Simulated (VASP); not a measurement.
# MgO (F-43m) in VASP: a series of runs

Runs on MgO. Level: PBE. Tasks: single point, relaxation of cell and atoms.

All numbers are computed with VASP 6.6.1; they aren't measurements. Logs are shortened: lines on timing, memory, paths and dates and some standing lists are left out, and cuts for length are marked.

## (1) The cell of the first run

Symmetry: F-43m, No. 216, cubic system. Conventional cell: a = 4.613 Å, b = 4.613 Å, c = 4.613 Å, α = 90.00°, β = 90.00°, γ = 90.00°. Within 2.6 Å of Mg (site symmetry -43m) lie 4 O at 2.00 Å. O (site symmetry -43m) has 4 Mg at 2.00 Å within 2.6 Å.

## (2) Single point, PBE

Input file INCAR:

```
SYSTEM = MgO
  ALGO = Normal
  EDIFF = 1E-6
  ENCUT = 600
  GGA = PE
  GGA_COMPAT = .FALSE.
  ISIF = 2
  ISMEAR = 0
  LASPH = .TRUE.
  LCHARG = .FALSE.
  LREAL = .FALSE.
  LWAVE = .FALSE.
  NBANDS = 11
  NELM = 120
  PREC = Accurate
  SIGMA = 0.02
```

Input file KPOINTS:

```
k-points
0
G
  8 8 8
  0 0 0
```

Input file POSCAR:

```
MgO
1.0
    0.0000000000      2.3063300250      2.3063300250
    2.3063300250      0.0000000000      2.3063300250
    2.3063300250      2.3063300250      0.0000000000
Mg O
1 1
Direct
    0.0000000000      0.0000000000      0.0000000000
    0.2500000000      0.2500000000      0.2500000000
```

Potentials or basis: VASP PAW PBE potentials, release 64 (Mg, O).

Run with:

```bash
$ cat potpaw_PBE.64/Mg/POTCAR potpaw_PBE.64/O/POTCAR > POTCAR
$ mpirun -np 1 vasp_std > vasp.out
```

OUTCAR:

```text
SYSTEM = MgO
   EDIFF = 1E-6
   ENCUT = 600
   GGA = PE
   ISIF = 2
   ISMEAR = 0
   LASPH = .TRUE.
   LREAL = .FALSE.
   NELM = 120
   PREC = Accurate

 ion  position               nearest neighbor table
   1  0.000  0.000  0.000-   2 2.00   2 2.00   2 2.00   2 2.00
   2  0.250  0.250  0.250-   1 2.00   1 2.00   1 2.00   1 2.00

  LATTYP: Found a face centered cubic cell.
 ALAT       =     4.6126600500

  Lattice vectors:

 A1 = (   0.0000000000,   2.3063300250,   2.3063300250)
 A2 = (   2.3063300250,   0.0000000000,   2.3063300250)
 A3 = (   2.3063300250,   2.3063300250,   0.0000000000)

Analysis of symmetry for initial positions (statically):
=====================================================================
 Subroutine PRICEL returns:
 Original cell was already a primitive cell.

 Routine SETGRP: Setting up the symmetry group for a
 face centered cubic supercell.

 Subroutine GETGRP returns: Found 24 space group operations
 (whereof 24 operations were pure point group operations)
 out of a pool of 48 trial point group operations.

The static configuration has the point symmetry T_d .

Analysis of symmetry for dynamics (positions and initial velocities):
=====================================================================
 Subroutine PRICEL returns:
 Original cell was already a primitive cell.

 Routine SETGRP: Setting up the symmetry group for a
 face centered cubic supercell.

 Subroutine GETGRP returns: Found 24 space group operations
 (whereof 24 operations were pure point group operations)
 out of a pool of 48 trial point group operations.

The dynamic configuration has the point symmetry T_d .

 Subroutine INISYM returns: Found 24 space group operations
 (whereof 24 operations are pure point group operations),
 and found     1 'primitive' translations

----------------------------------------------------------------------------------------

                                     Primitive cell

  volume of cell :      24.5355

  direct lattice vectors                    reciprocal lattice vectors
     0.000000000  2.306330025  2.306330025    -0.216794645  0.216794645  0.216794645
     2.306330025  0.000000000  2.306330025     0.216794645 -0.216794645  0.216794645
     2.306330025  2.306330025  0.000000000     0.216794645  0.216794645 -0.216794645

  length of vectors
     3.261643201  3.261643201  3.261643201     0.375499341  0.375499341  0.375499341

  position of ions in fractional coordinates (direct lattice)
     0.000000000  0.000000000  0.000000000
     0.250000000  0.250000000  0.250000000

  ion indices of the primitive-cell ions
   primitive index   ion index
                 1           1
                 2           2

----------------------------------------------------------------------------------------

 KPOINTS: k-points

Automatic generation of k-mesh.
 Grid dimensions read from file:
 generate k-points for:    8    8    8

 Generating k-lattice:

  Cartesian coordinates                     Fractional coordinates (reciprocal lattice)
    -0.027099331  0.027099331  0.027099331     0.125000000  0.000000000  0.000000000
     0.027099331 -0.027099331  0.027099331     0.000000000  0.125000000  0.000000000
     0.027099331  0.027099331 -0.027099331     0.000000000  0.000000000  0.125000000

  Length of vectors
     0.046937418  0.046937418  0.046937418

  Shift w.r.t. Gamma in fractional coordinates (k-lattice)
     0.000000000  0.000000000  0.000000000

 Subroutine IBZKPT returns following result:
 ===========================================

 Found     29 irreducible k-points:

 Following reciprocal coordinates:
            Coordinates               Weight
  0.000000  0.000000  0.000000      1.000000
  0.125000  0.000000  0.000000      8.000000
  0.250000  0.000000  0.000000      8.000000
  0.375000  0.000000  0.000000      8.000000
  0.500000  0.000000  0.000000      4.000000
  0.125000  0.125000  0.000000      6.000000
[... 16 lines left out ...]
  0.500000  0.250000  0.125000     48.000000
 -0.375000  0.250000  0.125000     24.000000
 [... further k-points ...]
   k-points           NKPTS =     29   k-points in BZ     NKDIM =     29   number of bands    NBANDS=     11
   number of dos      NEDOS =    301   number of ions     NIONS =      2
   total plane-waves  NPLWV =  21952
   dimension x,y,z NGX =    28 NGY =   28 NGZ =   28
   dimension x,y,z NGXF=    56 NGYF=   56 NGZF=   56
   ions per type =               1   1
   NGX,Y,Z   is equivalent  to a cutoff of  14.27, 14.27, 14.27 a.u.
   NGXF,Y,Z  is equivalent  to a cutoff of  28.54, 28.54, 28.54 a.u.
 SYSTEM =  MgO
   PREC   = accura    normal or accurate (medium, high low for compatibility)
   ISTART =      0    job   : 0-new  1-cont  2-samecut
   ICHARG =      2    charge: 1-file 2-atom 10-const
   ISPIN  =      1    spin polarized calculation?
   LNONCOLLINEAR =      F non collinear calculations
   LSORBIT =      F    spin-orbit coupling
   LASPH  =      T    aspherical Exc in radial PAW
   ENCUT  =  600.0 eV  44.10 Ry    6.64 a.u.   6.51  6.51  6.51*2*pi/ulx,y,z
   NELM   =    120;   NELMIN=  2; NELMDL= -5     # of ELM steps
   EDIFF  = 0.1E-05   stopping-criterion for ELM
   LREAL  =      F    real-space projection
   EDIFFG = 0.1E-04   stopping-criterion for IOM
   NSW    =      0    number of steps for IOM
   IBRION =     -1    ionic relax: 0-MD 1-quasi-New 2-CG
   NFREE  =      0    steps in history (QN), initial steepest desc. (CG)
   ISIF   =      2    stress and relaxation
   ISYM   =      2    0-nonsym 1-usesym 2-fastsym
   POTIM  = 0.5000    time-step for ionic-motion
   TEBEG  =    0.0;   TEEND  =   0.0 temperature during run
   PSTRESS=    0.0 pullay stress
   NELECT =       8.0000    total number of electrons
   NUPDOWN=      -1.0000    fix difference up-down
   EMIN   =  10.00;   EMAX   =-10.00  energy-range for DOS
   EFERMI =   0.00;   METHOD = LEGACY
   ISMEAR =     0;   SIGMA  =   0.02  broadening in eV -4-tet -1-fermi 0-gaus
   EFERMI_NEDOS =   21; number of points for ismear=-14 and -15
   IALGO  =     38    algorithm
   IMIX   =      4    mixing-type and parameters
     AMIX     =   0.40;   BMIX     =  1.00
     AMIX_MAG =   1.60;   BMIX_MAG =  1.00
  volume/ion in A,a.u.               =      12.27        82.79
  Fermi-wavevector in a.u.,A,eV,Ry     =   1.126782  2.129310 17.274481  1.269639
  Thomas-Fermi vector in A             =   2.263466
   LORBIT       =      0    0 simple, 1 ext, 2 COOP (PROOUT), +10 PAW based schemes
   GGA     = PE    functional components
   LHFCALC =     F    Hartree Fock is set to
   AEXX    =    0.0000 exact exchange contribution
   IVDW    =     0    specifies the selected vdW correction
   LEPSILON=     F    determine dielectric tensor
   LRPA    =     F    only Hartree local field effects (RPA)
 non-spin polarized calculation
 Gauss-broadening in eV      SIGMA  =   0.02
  energy-cutoff  :      600.00
  volume of cell :       24.54
 maximum number of plane-waves:       869
 NGX is ok and might be reduce to    28
   NGX = 13   NGY = 13   NGZ = 13

 number of electron       8.0000002 magnetization

 Free energy of the ion-electron system (eV)
  ---------------------------------------------------
  ext. energy  EPLUGINS =         0.00000000
  ---------------------------------------------------
  free energy    TOTEN  =       -11.70395583 eV

  energy without entropy =      -11.70395583  energy(sigma->0) =      -11.70395583

 E-fermi :   0.7774     XC(G=0):  -9.5845

 val. band max:        0.6241081787   @ k =   0.0000   0.0000   0.0000
 cond. band min:       4.0895909525   @ k =   0.0000   0.0000   0.0000
 fundamental gap:      3.4654827738
 Fermi energy:         0.7773880152

 k-point     1 :       0.0000    0.0000    0.0000
  band No.  band energies     occupation
      1     -15.1856      2.00000
      2       0.6241      2.00000
      3       0.6241      2.00000
      4       0.6241      2.00000
      5       4.0896      0.00000
      6      17.0930      0.00000
      7      17.0930      0.00000
      8      17.0930      0.00000
      9      20.6460      0.00000
     10      20.6465      0.00000
     11      20.6774      0.00000

 k-point     2 :       0.1250    0.0000    0.0000
  band No.  band energies     occupation
      1     -15.1000      2.00000
      2      -0.0527      2.00000
      3       0.5967      2.00000
      4       0.5967      2.00000
      5       4.9007      0.00000
      6      15.8052      0.00000
      7      17.0289      0.00000
      8      17.0289      0.00000
      9      19.0727      0.00000
     10      19.0727      0.00000
     11      19.9939      0.00000

 k-point     3 :       0.2500    0.0000    0.0000
  band No.  band energies     occupation
      1     -14.8856      2.00000
      2      -1.1725      2.00000
      3       0.5315      2.00000
      4       0.5315      2.00000
      5       6.4174      0.00000
      6      13.5496      0.00000
      7      16.1640      0.00000
      8      16.1640      0.00000
      9      19.4967      0.00000
     10      19.4967      0.00000
     11      19.5260      0.00000

 k-point     4 :       0.3750    0.0000    0.0000
  band No.  band energies     occupation
      1     -14.6591      2.00000
      2      -2.0191      2.00000
      3       0.4680      2.00000
      4       0.4680      2.00000
      5       7.9729      0.00000
      6      11.4761      0.00000
      7      15.3133      0.00000
      8      15.3133      0.00000
      9      19.6441      0.00000
     10      20.9606      0.00000
     11      20.9606      0.00000

 k-point     5 :       0.5000    0.0000    0.0000
  band No.  band energies     occupation
      1     -14.5612      2.00000
      2      -2.3304      2.00000
      3       0.4422      2.00000
      4       0.4422      2.00000
      5       9.1892      0.00000
      6      10.0717      0.00000
      7      15.0081      0.00000
      8      15.0081      0.00000
      9      19.8664      0.00000
     10      21.9325      0.00000
     11      21.9325      0.00000
[... 211 lines left out ...]
 k-point    21 :       0.5000    0.5000    0.0000
  band No.  band energies     occupation
      1     -14.3770      2.00000
      2      -1.8166      2.00000
      3      -0.1007      2.00000
      4      -0.1007      2.00000
      5       6.8067      0.00000
      6      12.0128      0.00000
      7      14.2833      0.00000
      8      16.9219      0.00000
      9      16.9219      0.00000
     10      22.0607      0.00000
     11      26.8316      0.00000

 k-point    22 :       0.3750    0.2500    0.1250
  band No.  band energies     occupation
      1     -14.7266      2.00000
      2      -1.3489      2.00000
      3       0.0406      2.00000
      4       0.3983      2.00000
      5       7.2696      0.00000
      6      12.8726      0.00000
      7      14.2173      0.00000
      8      16.1946      0.00000
      9      17.9513      0.00000
     10      21.6711      0.00000
     11      23.2045      0.00000

 k-point    23 :       0.5000    0.2500    0.1250
  band No.  band energies     occupation
      1     -14.5450      2.00000
      2      -1.7219      2.00000
      3      -0.2535      2.00000
      4       0.2799      2.00000
      5       8.3672      0.00000
      6      11.4788      0.00000
      7      13.7894      0.00000
      8      15.6590      0.00000
      9      19.1318      0.00000
     10      21.7014      0.00000
     11      23.6888      0.00000

 k-point    24 :      -0.3750    0.2500    0.1250
  band No.  band energies     occupation
      1     -14.4676      2.00000
      2      -1.8654      2.00000
      3      -0.3548      2.00000
      4       0.2105      2.00000
      5       9.0295      0.00000
      6      10.6706      0.00000
      7      13.7725      0.00000
      8      15.4557      0.00000
      9      20.0572      0.00000
     10      21.1091      0.00000
     11      24.1484      0.00000

 [... further k-points ...]

------------------------ aborting loop because EDIFF is reached ----------------------------------------

  FORCE on cell =-STRESS in cart. coord.  units (eV):
  Direction    XX          YY          ZZ          XY          YZ          ZX
  --------------------------------------------------------------------------------------
  -------------------------------------------------------------------------------------
  Total       -0.0908228     -0.0908228     -0.0908228     -0.0000000     -0.0000000      0.0000000
  in kB       -5.9307699     -5.9307699     -5.9307699     -0.0000000     -0.0000000      0.0000000
  external PRESSURE =      -5.9307699 kB  Pullay stress =       0.0000000 kB

 VOLUME and BASIS-vectors are now :
 -----------------------------------------------------------------------------
  energy-cutoff  :      600.00
  volume of cell :       24.54
      direct lattice vectors                 reciprocal lattice vectors
     0.000000000  2.306330025  2.306330025    -0.216794645  0.216794645  0.216794645
     2.306330025  0.000000000  2.306330025     0.216794645 -0.216794645  0.216794645
     2.306330025  2.306330025  0.000000000     0.216794645  0.216794645 -0.216794645

 POSITION                                       TOTAL-FORCE (eV/Angst)
 -----------------------------------------------------------------------------------
      0.00000      0.00000      0.00000        -0.000000     -0.000000     -0.000000
      1.15317      1.15317      1.15317         0.000000      0.000000      0.000000
 -----------------------------------------------------------------------------------
    total drift:                               -0.000000     -0.000000     -0.000000

  FREE ENERGIE OF THE ION-ELECTRON SYSTEM (eV)
  ---------------------------------------------------
  free  energy   TOTEN  =       -11.7039558289 eV

  energy  without entropy=      -11.7039558289  energy(sigma->0) =      -11.70395583
```

It took 18 s on 1 thread of Intel Xeon Platinum 8375C at 2.90GHz (Ice Lake), shared host; peak memory 0.16 GiB.

Results:

- Free energy: -11.7040 eV
- Pressure: -0.6 GPa
- Band gap on the k mesh: 3.47 eV

## (3) Relaxation of cell and atoms, PBE

This run uses another cell than the first one, of 12.32 Å³/atom.

Input file INCAR:

```
SYSTEM = MgO
  ALGO = Normal
  EDIFF = 1E-7
  EDIFFG = -0.01
  ENCUT = 600
  GGA = PE
  GGA_COMPAT = .False.
  IBRION = 2
  ISIF = 3
  ISMEAR = 0
  LASPH = .True.
  LCHARG = .False.
  LREAL = .False.
  LWAVE = .False.
  NELM = 120
  NELMIN = 4
  NSW = 80
  PREC = Accurate
  SIGMA = 0.02
```

Input file KPOINTS:

```
k-points
0
Gamma
  8 8 8
  0 0 0
```

Input file POSCAR:

```
MgO
1.0
    0.0000000000      2.3093824441      2.3093824441
    2.3093824441      0.0000000000      2.3093824441
    2.3093824441      2.3093824441      0.0000000000
Mg O
1 1
Direct
    0.0000000000      0.0000000000      0.0000000000
    0.2500000000      0.2500000000      0.2500000000
```

Potentials or basis: VASP PAW PBE potentials, release 64 (Mg, O).

Run with:

```bash
$ cat potpaw_PBE.64/Mg/POTCAR potpaw_PBE.64/O/POTCAR > POTCAR
$ mpirun -np 1 vasp_std > vasp.out
```

OUTCAR:

```text
SYSTEM = MgO
   EDIFF = 1E-7
   EDIFFG = -0.01
   ENCUT = 600
   GGA = PE
   IBRION = 2
   ISIF = 3
   ISMEAR = 0
   LASPH = .True.
   LREAL = .False.
   NELM = 120
   NELMIN = 4
   NSW = 80
   PREC = Accurate

 ion  position               nearest neighbor table
   1  0.000  0.000  0.000-   2 2.00   2 2.00   2 2.00   2 2.00
   2  0.250  0.250  0.250-   1 2.00   1 2.00   1 2.00   1 2.00

  LATTYP: Found a face centered cubic cell.
 ALAT       =     4.6187648882

  Lattice vectors:

 A1 = (   0.0000000000,   2.3093824441,   2.3093824441)
 A2 = (   2.3093824441,   0.0000000000,   2.3093824441)
 A3 = (   2.3093824441,   2.3093824441,   0.0000000000)

Analysis of symmetry for initial positions (statically):
=====================================================================
 Subroutine PRICEL returns:
 Original cell was already a primitive cell.

 Routine SETGRP: Setting up the symmetry group for a
 face centered cubic supercell.

 Subroutine GETGRP returns: Found 24 space group operations
 (whereof 24 operations were pure point group operations)
 out of a pool of 48 trial point group operations.

The static configuration has the point symmetry T_d .

Analysis of symmetry for dynamics (positions and initial velocities):
=====================================================================
 Subroutine PRICEL returns:
 Original cell was already a primitive cell.
[... 145 lines left out ...]
 NGX is ok and might be reduce to    28
   NGX = 13   NGY = 13   NGZ = 13

--------------------------------------- Ionic step        1  -------------------------------------------

 number of electron       8.0000002 magnetization

 Free energy of the ion-electron system (eV)
  ---------------------------------------------------
  ext. energy  EPLUGINS =         0.00000000
  ---------------------------------------------------
  free energy    TOTEN  =       -11.70366558 eV

  energy without entropy =      -11.70366558  energy(sigma->0) =      -11.70366558

 E-fermi :   0.7149     XC(G=0):  -9.5678

 val. band max:        0.6042983512   @ k =   0.0000   0.0000   0.0000
 cond. band min:       4.0478698250   @ k =   0.0000   0.0000   0.0000
 fundamental gap:      3.4435714738
 Fermi energy:         0.7149325331

 k-point     1 :       0.0000    0.0000    0.0000
  band No.  band energies     occupation
      1     -15.1946      2.00000
      2       0.6043      2.00000
      3       0.6043      2.00000
      4       0.6043      2.00000
      5       4.0479      0.00000
      6      17.0301      0.00000
      7      17.0301      0.00000
      8      17.0301      0.00000
[... 324 lines left out ...]
--------------------------------------- Ionic step        3  -------------------------------------------

 number of electron       8.0000002 magnetization

 Free energy of the ion-electron system (eV)
  ---------------------------------------------------
  ext. energy  EPLUGINS =         0.00000000
  ---------------------------------------------------
  free energy    TOTEN  =       -11.70439585 eV

  energy without entropy =      -11.70439585  energy(sigma->0) =      -11.70439585

 E-fermi :   0.7926     XC(G=0):  -9.6064

 val. band max:        0.6495453154   @ k =   0.0000   0.0000   0.0000
 cond. band min:       4.1434376049   @ k =   0.0000   0.0000   0.0000
 fundamental gap:      3.4938922895
 Fermi energy:         0.7925801064

 k-point     1 :       0.0000    0.0000    0.0000
  band No.  band energies     occupation
      1     -15.1744      2.00000
      2       0.6495      2.00000
      3       0.6495      2.00000
      4       0.6495      2.00000
      5       4.1434      0.00000
      6      17.1747      0.00000
      7      17.1747      0.00000
      8      17.1747      0.00000
[... 282 lines left out ...]
  FREE ENERGIE OF THE ION-ELECTRON SYSTEM (eV)
  ---------------------------------------------------
  free  energy   TOTEN  =       -11.7043958513 eV

  energy  without entropy=      -11.7043958513  energy(sigma->0) =      -11.70439585

 reached required accuracy - stopping structural energy minimisation
```

CONTCAR:

```text
MgO
   1.00000000000000
    -0.0000000000000000    2.3023751497260969    2.3023751497260969
     2.3023751497260969    0.0000000000000000    2.3023751497260969
     2.3023751497260969    2.3023751497260969    0.0000000000000000
  Mg              O
     1     1
Direct
     0.0000000000000000    0.0000000000000000    0.0000000000000000
     0.2500000000000000    0.2500000000000000    0.2500000000000000

  0.00000000E+00  0.00000000E+00  0.00000000E+00
  0.00000000E+00  0.00000000E+00  0.00000000E+00
```

Run time: 31 s. Hardware: 1 thread of Intel Xeon Platinum 8375C at 2.90GHz (Ice Lake), shared host; peak memory 0.16 GiB.

What came out:

| Item | Value |
| --- | --- |
| Free energy | -11.7044 eV |
| Relaxed volume | 12.20 Å³/atom |
| Relaxed cell | a = 3.256 Å, b = 3.256 Å, c = 3.256 Å, α = 60.00°, β = 60.00°, γ = 60.00° |
| Space group after relaxing (to 0.1 Å) | F-43m (No. 216) |
| Energy gained by relaxing | 0.4 meV/atom |
| Ionic steps | 3 |
| Pressure after relaxing | 0.0 GPa |
| Band gap on the k mesh | 3.49 eV |

The path:
```tsv
step	energy change (eV)	largest force (eV/Å)	pressure (GPa)	volume (Å³)
1	0.0000	0.0000	-1.04	24.63
2	-0.0007	0.0000	0.29	24.35
3	-0.0007	0.0000	0.00	24.41
```

Final structure:
```
Mg O
1.0
     0.00000    2.30238    2.30238
     2.30238    0.00000    2.30238
     2.30238    2.30238    0.00000
Mg O
1 1
Direct
  0.00000 0.00000 0.00000
  0.25000 0.25000 0.25000
```

Levels at points of the mesh, in eV from the valence-band top:
```tsv
k point	band 2	band 3	band 4	band 5	band 6	band 7
(0.00, 0.00, 0.00)	0.00	0.00	0.00	3.49	16.53	16.53
(0.50, 0.00, 0.00)	-2.97	-0.18	-0.18	8.60	9.49	14.42
(0.50, 0.50, 0.00)	-2.45	-0.73	-0.73	6.20	11.42	13.73
```
